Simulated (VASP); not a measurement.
Write the native input for VASP 6.6.1 that does the following.

```
Task                   : single point
Functional             : PBE
Potentials or basis    : VASP PAW PBE potentials, release 64 (Al, In_d, Sb, N)
Cutoff                 : 520 eV
k mesh                 : 2 × 2 × 2
Occupations            : gaussian, width 0.15 eV
Spin                   : no spin polarisation
Dipole correction      : no
Further INCAR settings : ALGO = Normal; EDIFF = 1e-06; NBANDS = 41
```

The structure of AlIn3Sb2N2 lies in POSCAR:

```
AlIn3Sb2N2
1.0
    4.1916711513     -3.5043795278      0.0000000000
    4.1916711513      3.5043795278      0.0000000000
    0.0000000000      0.0000000000      6.1356401552
Al In Sb N
1 3 2 2
Direct
    0.0000000000      0.0000000000     -0.0951486438
    0.5000000000      0.0000000000      0.5981752414
    0.0000000000      0.5000000000      0.5981752414
    0.5000000000      0.5000000000     -0.0481802215
    0.2330240352      0.2330240352      0.2187685708
    0.7669759648      0.7669759648      0.2187685708
    0.7666779193      0.2333220807      0.7547206204
    0.2333220807      0.7666779193      0.7547206204
```

These files were run (other wordings do the same):

INCAR

```
SYSTEM = AlIn3Sb2N2
PREC = Accurate ; ENCUT = 520
EDIFF = 1E-6 ; ISMEAR = 0
SIGMA = 0.15 ; LREAL = .FALSE.
LASPH = .TRUE. ; NELM = 60
ALGO = Normal ; ISIF = 2
LWAVE = .FALSE. ; LCHARG = .TRUE.
GGA = PE ; LELF = .TRUE.
LVHAR = .TRUE. ; NBANDS = 41
```

KPOINTS

```
Automatic mesh
0
G
  2 2 2
  0 0 0
```

Potentials or basis: VASP PAW PBE potentials, release 64 (Al, In_d, Sb, N).

The run is started by

```sh
$ cat potpaw_PBE.64/Al/POTCAR potpaw_PBE.64/In_d/POTCAR potpaw_PBE.64/Sb/POTCAR potpaw_PBE.64/N/POTCAR > POTCAR
$ mpirun -np 1 vasp_std > vasp.out
```

It gave:

```json
{
  "Pressure": "0.5 GPa",
  "Largest force": "0.056 eV/Å",
  "Band gap on the k mesh": "zero (band 31 reaches 7.11 eV, above the bottom of band 32 at 6.38 eV)"
}
```

Caveat: the k points lie up to 0.58 Å⁻¹ apart; spin-orbit coupling is left out, which moves the levels of the heavy elements.

It took 30 s on 1 thread of Intel(R) Xeon(R) 6975P-C (Granite Rapids) (shared host), peak memory 0.29 GiB.
